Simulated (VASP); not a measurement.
Input of a VASP 6.6.1 run:

File INCAR:

```
PREC = Accurate ; ENCUT = 520
EDIFF = 1E-7 ; ISMEAR = 0
SIGMA = 0.1 ; LREAL = False
LASPH = True ; NELM = 80
ALGO = Fast ; ISIF = 2
LWAVE = False ; LCHARG = True
GGA = PE ; LELF = True
LVHAR = True ; NBANDS = 26
```

Contents of KPOINTS:

```
regular mesh
0
Gamma
  6 6 6
```

The input POSCAR:

```
Al2Au
1.0
    0.0000000000      5.5499802398      5.5499802398
    5.5499802398      0.0000000000      5.5499802398
    5.5499802398      5.5499802398      0.0000000000
Al Au
4 2
Direct
    0.1250000000      0.1250000000      0.1250000000
    0.6250000000      0.1250000000      0.1250000000
    0.1250000000      0.1250000000      0.6250000000
    0.1250000000      0.6250000000      0.1250000000
    0.0000000000      0.0000000000      0.0000000000
    0.2500000000      0.2500000000      0.2500000000
```

Potentials or basis: VASP PAW PBE potentials, release 64 (Al, Au).

The run is started by

```bash
$ cat potpaw_PBE.64/Al/POTCAR potpaw_PBE.64/Au/POTCAR > POTCAR
$ mpirun -np 1 vasp_std > vasp.out
```

(1) What does it give for the band gap on the k mesh?

(2) What does it give for the pressure?

Answers

(1) zero (bands 17 and 18 overlap by 1.18 eV).

(2) 0.0 GPa.

Caveat: spin-orbit coupling is left out, which moves the levels of the heavy elements.
